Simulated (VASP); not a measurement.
The system is Sc3Ga2As.

```xyz
6
Lattice="3.2866 0.0000 0.0000 0.0000 3.2866 0.0000 0.0000 0.0000 10.0736" Properties=species:S:1:pos:R:3 pbc="T T T"
Sc    1.6433    1.6433    1.8307
Sc    1.6433    1.6433    5.0368
Sc    1.6433    1.6433    8.2430
Ga    0.0000    0.0000    3.4178
Ga    0.0000    0.0000    6.6559
As    0.0000    0.0000    0.0000
```

```yaml
Program: VASP 6.6.1
Task: relaxation of cell and atoms
Functional: PBE
Potentials_or_basis: VASP PAW PBE potentials, release 64 (Sc_sv, Ga_d, As)
Cutoff: 600 eV
k_mesh: 6 × 6 × 2
Occupations: gaussian, width 0.1 eV
Spin: no spin polarisation
```

At the start: pressure 6.5 GPa; volume 18.14 Å³/atom.

How do energy, volume and symmetry change on relaxing?

Over 13 steps the energy falls by 113.8 meV/atom and the volume is 19.20 Å³/atom (+5.9 %); space group P4/mmm (No. 123, to 0.05 Å).

Step by step:
```csv
step,energy change (eV),largest force (eV/Å),pressure (GPa),volume (Å³)
1,0.0000,1.2368,6.48,108.82
2,-0.2440,0.7439,-2.48,120.79
3,-0.2519,0.7994,-1.31,118.80
4,-0.3475,0.7783,-1.03,118.01
5,-0.5881,0.3286,0.25,115.58
6,-0.5891,0.4011,0.83,114.86
7,-0.5937,0.3594,0.52,115.22
8,-0.6351,0.6246,-0.09,115.99
9,-0.6368,0.5538,-0.01,115.88
10,-0.6766,0.1715,-0.30,115.94
11,-0.6818,0.0330,-0.40,115.96
12,-0.6820,0.0309,0.51,114.57
13,-0.6829,0.0316,0.07,115.22
```

Final structure:
```
CELL_PARAMETERS angstrom
3.50171 0.00000 0.00000
0.00000 3.50171 0.00000
0.00000 0.00000 9.39670
ATOMIC_POSITIONS crystal
Sc 0.50000 0.50000 0.15959
Sc 0.50000 0.50000 0.50000
Sc 0.50000 0.50000 0.84041
Ga 0.00000 0.00000 0.33657
Ga 0.00000 0.00000 0.66343
As 0.00000 0.00000 0.00000
```
